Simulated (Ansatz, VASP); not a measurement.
# Ga in VASP and in Ansatz

```
Ga
1.0
     2.03916    1.17731    1.30143
    -2.03916    1.17731    1.30143
     0.00000   -2.35462    1.30143
Ga
1
Direct
  0.50000 0.50000 0.50000
```

Alike in both runs: task relaxation of cell and atoms; functional PBEsol; k mesh 21 × 21 × 21; occupations gaussian, width 0.1 eV; no spin polarisation.

|  | VASP | Ansatz |
| --- | --- | --- |
| version | VASP 6.6.1 | Ansatz 0.2.0 |
| potentials or method | VASP PAW PBE potentials, release 64 (Ga_d), cutoff 600 eV | scalar-relativistic, plane waves, PAW |
| valence electrons in the cell | 13 | 13 |

```tsv
	VASP	Ansatz	Ansatz less VASP
gap on the k mesh at the Fermi level, each at its own relaxed structure (eV)	none	none	-
relaxed volume (Å³/atom)	18.67	18.67	+0.006
relaxed cell length with the largest relative difference (Å)	2.696	2.696	-0.0005
```

VASP's potentials were made for PBE, not for PBEsol. A gap of «none» marks a metal or a gap that the smearing closes.
